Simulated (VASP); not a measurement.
Input of a VASP 6.6.1 run:

INCAR

```
PREC = Accurate
ENCUT = 520
EDIFF = 1E-6
ISMEAR = -1
SIGMA = 0.05
LREAL = F
LASPH = T
NELM = 100
ALGO = Normal
ISIF = 2
LWAVE = F
LCHARG = T
GGA = B5
ALDAX = 1.0
AGGAX = 1.0
AGGAC = 1.0
ALDAC = 0.0
LELF = T
LVHAR = T
NBANDS = 16
```

KPOINTS

```
Automatic mesh
0
Gamma
  7 7 7
```

POSCAR

```
HgTe
1.0
    0.0000000000      3.2775454177      3.2775454177
    3.2775454177      0.0000000000      3.2775454177
    3.2775454177      3.2775454177      0.0000000000
Hg Te
1 1
Direct
    0.0000000000      0.0000000000      0.0000000000
    0.7500000000      0.7500000000      0.7500000000
```

Potentials or basis: VASP PAW PBE potentials, release 64 (Hg, Te).

The run is started by

```console
$ cat potpaw_PBE.64/Hg/POTCAR potpaw_PBE.64/Te/POTCAR > POTCAR
$ mpirun -np 1 vasp_std > vasp.out
```

Task: Estimate the band gap on the k mesh.

Result: Zero (filled and empty bands touch).

Task: Predict the pressure.

Result: 4.9 GPa.

Caveat: the PAW data sets were made with another functional, which shifts forces and pressure a little; spin-orbit coupling is left out, which moves the levels of the heavy elements.
